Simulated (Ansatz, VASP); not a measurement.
## One calculation of Be, two programs

The input INCAR:

```
ALGO     = Normal         # electronic algorithm
EDIFF    = 1E-6           # SCF threshold, eV
ENCUT    = 600            # plane-wave cutoff, eV
GGA      = CA             # functional
GGA_COMPAT= False        
ISIF     = 2              # what is computed and relaxed
ISMEAR   = -1             # smearing method
LASPH    = True           # aspherical terms in the spheres
LCHARG   = False          # write CHGCAR
LREAL    = False          # projectors in reciprocal space
LWAVE    = False          # write WAVECAR
NBANDS   = 12             # bands
NELM     = 120            # most SCF steps
PREC     = Accurate       # precision mode
SIGMA    = 0.1            # smearing width, eV
```

The input KPOINTS:

```
k-points
0
Gamma
  4 4 6
```

File POSCAR:

```
Be
1.0
    3.7468100000      0.0000000000      0.0000000000
    0.0000000000      3.7468100000      0.0000000000
    0.0000000000      0.0000000000      2.2812800000
Be
4
Direct
    0.2936620368      0.2900943206     -0.0263258687
    0.6988421247      0.7114021780     -0.0140559814
    0.2087932802      0.7756610574      0.5442531591
    0.7987025550      0.2228424472      0.4961287132
```

Input for Ansatz:

```yaml
crystal:
  lattice:
    - [3.74681, 0.0, 0.0]
    - [0.0, 3.74681, 0.0]
    - [0.0, 0.0, 2.28128]
  atoms:
    - { symbol: Be, position: [0.29366203682167963, 0.2900943205935341, -0.02632586866356007] }
    - { symbol: Be, position: [0.6988421246684089, 0.7114021779843042, -0.014055981355616816] }
    - { symbol: Be, position: [0.20879328018389828, 0.7756610573680437, 0.5442531591315892] }
    - { symbol: Be, position: [0.7987025549541914, 0.22284244718800006, 0.49612871324365504] }
basis:
  ecutwfc: 557.833418042754
kpoints:
  mp_grid:
    grid: [4, 4, 6]
hamiltonian:
  xc: lda
scf:
  occupations:
    method: fermi_dirac
output:
  forces: true
```

Alike in both runs: task single point; functional LDA; k mesh 4 × 4 × 6; no spin polarisation.

|  | VASP | Ansatz |
| --- | --- | --- |
| version | VASP 6.6.1 | Ansatz 0.2.0 |
| potentials or method | VASP PAW LDA potentials, release 64 (Be), cutoff 600 eV | plane waves, PAW |
| occupations | fermi-dirac, width 0.1 eV | fermi-dirac |
| valence electrons in the cell | 8 | 8 |

```tsv
	VASP	Ansatz	Ansatz less VASP
rms of the force components (eV/Å)	0.463	0.462	-0.0011
```

LDA's correlation is that of Perdew and Zunger in VASP and of Perdew and Wang (1992) in Ansatz. Atom by atom the forces differ by 0.001 eV/Å (rms over components).

The k mesh is coarse, so the values compare programs but aren't converged.
